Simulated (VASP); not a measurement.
Here is a VASP 6.6.1 calculation.

Contents of INCAR:

```
PREC     = Accurate       # precision mode
ENCUT    = 520            # plane-wave cutoff, eV
EDIFF    = 1E-6           # SCF threshold, eV
ISMEAR   = 0              # smearing method
SIGMA    = 0.15           # smearing width, eV
LREAL    = F              # projectors in reciprocal space
LASPH    = T              # aspherical terms in the spheres
NELM     = 100            # most SCF steps
ALGO     = Normal         # electronic algorithm
ISIF     = 2              # what is computed and relaxed
LWAVE    = F              # write WAVECAR
LCHARG   = F              # write CHGCAR
GGA      = PE             # functional
NBANDS   = 12             # bands
```

File KPOINTS:

```
regular mesh
0
Gamma
  20 20 20
```

File POSCAR:

```
Ta
1.0
   -1.5631985921      1.5631985921      1.8702107956
    1.5631985921     -1.5631985921      1.8702107956
    1.5631985921      1.5631985921     -1.8702107956
Ta
1
Direct
    0.0000000000      0.0000000000      0.0000000000
```

Potentials or basis: VASP PAW PBE potentials, release 64 (Ta_pv).

Command:

```bash
$ cat potpaw_PBE.64/Ta_pv/POTCAR > POTCAR
$ mpirun -np 1 vasp_std > vasp.out
```

Estimate the band gap on the k mesh.

zero (an odd number of electrons rules out a gap without spin polarisation).

Predict the pressure.

2.7 GPa.

Stress tensor (GPa, compression positive):
```
 7.51  0.00  0.00
 0.00  7.51  0.00
 0.00  0.00 -7.01
```

Caveat: spin-orbit coupling is left out, which moves the levels of the heavy elements.
